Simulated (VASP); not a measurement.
Input of a VASP 6.6.1 run:

Contents of INCAR:

```
PREC     = Accurate       # precision mode
ENCUT    = 520            # plane-wave cutoff, eV
EDIFF    = 1E-7           # SCF threshold, eV
ISMEAR   = 1              # smearing method
SIGMA    = 0.03           # smearing width, eV
LREAL    = F              # projectors in reciprocal space
LASPH    = T              # aspherical terms in the spheres
NELM     = 100            # most SCF steps
ALGO     = Normal         # electronic algorithm
ISIF     = 2              # what is computed and relaxed
LWAVE    = F              # write WAVECAR
LCHARG   = F              # write CHGCAR
GGA      = PE             # functional
NBANDS   = 10             # bands
```

Contents of KPOINTS:

```
regular mesh
0
Gamma
  14 14 14
```

File POSCAR:

```
Ir
1.0
    0.0000000000      1.9360622002      1.9360622002
    1.9360622002      0.0000000000      1.9360622002
    1.9360622002      1.9360622002      0.0000000000
Ir
1
Direct
    0.0000000000      0.0000000000      0.0000000000
```

Potentials or basis: VASP PAW PBE potentials, release 64 (Ir).

Run with:

```console
$ cat potpaw_PBE.64/Ir/POTCAR > POTCAR
$ mpirun -np 1 vasp_std > vasp.out
```

(1) What does it give for the pressure?

Answers

(1) 0.3 GPa.
